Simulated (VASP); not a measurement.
Crystal: MgI2.

```xyz
3
Lattice="0.0000 3.7557 3.7557 3.7557 0.0000 3.7557 3.7557 3.7557 0.0000" Properties=species:S:1:pos:R:3 pbc="T T T"
Mg    0.0000    0.0000    0.0000
I     1.8779    1.8779    1.8779
I     5.6336    5.6336    5.6336
```

Program: VASP 6.6.1. Alike in all runs: task single point; potentials or basis VASP PAW PBE potentials, release 64 (Mg, I); no spin polarisation; cell as given; k mesh 4 × 4 × 4; cutoff (eV) 520; smearing gaussian 0.01 eV.

Task: Order these runs on this cell by their band gap on the k mesh, lowest first.
A. level PBE
B. level PBE-based screened hybrid with 35 % exact exchange; grid for exact exchange (PRECFOCK) Normal; share of exact exchange 0.35; screening parameter 0.2078 1/Å
C. level PBE-based global hybrid with 100 % exact exchange; grid for exact exchange (PRECFOCK) Normal; share of exact exchange 1
D. level PBE-based global hybrid with 15 % exact exchange; grid for exact exchange (PRECFOCK) Normal; share of exact exchange 0.15

Result: A (0.58 eV), D (1.44 eV), B (1.71 eV), C (7.10 eV).

Caveats: the structure was generated, so it needn't be the stable form of MgI2; spin-orbit coupling is left out, which moves the levels of the heavy elements; semilocal functionals underestimate gaps, and a narrow one can read as zero (at least some runs).

A k mesh can miss the band edges.
